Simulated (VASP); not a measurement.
The system is FeO (Wuestite).

```xyz
2
Lattice="0.0000 2.0315 2.0315 2.0315 0.0000 2.0315 2.0315 2.0315 0.0000" Properties=species:S:1:pos:R:3 pbc="T T T"
Fe    0.0000    0.0000    0.0000
O     2.0315    2.0315    2.0315
```

This cell differs from its parent crystal: volume scaled by 0.980.

Base run:

| Quantity | Value |
| --- | --- |
| Program | VASP 6.6.1 |
| Functional | PBE |
| Potentials or basis | VASP PAW PBE potentials, release 64 (Fe, O) |
| Cutoff | 520 eV |
| k mesh | 14 × 14 × 14 |
| Occupations | gaussian, width 0.05 eV |
| Spin | no spin polarisation |

Its results: band gap on the k mesh zero (band 7 reaches 7.72 eV, above the bottom of band 8 at 6.58 eV); pressure 6.5 GPa.

Q: The run is repeated on the same cell with these changes: potentials or basis from VASP PAW PBE potentials, release 64 (Fe, O) to VASP PAW PBE potentials, release 64 (Fe_sv, O); cutoff from 520 eV to 600 eV; further incar settings from ALGO = Normal; EDIFF = 1e-07; NBANDS = 14 to ALGO = Normal; EDIFF = 1e-06; NBANDS = 18; valence electrons from 14 to 22. What comes out?

A: Band gap on the k mesh zero (band 11 reaches 11.99 eV, above the bottom of band 12 at 10.85 eV); pressure 2.3 GPa.

Caveats: the run has no spin polarisation, though such a crystal can be magnetic; semilocal functionals often make such compounds metallic where correlation or magnetic order opens a gap, which also shifts bond lengths.
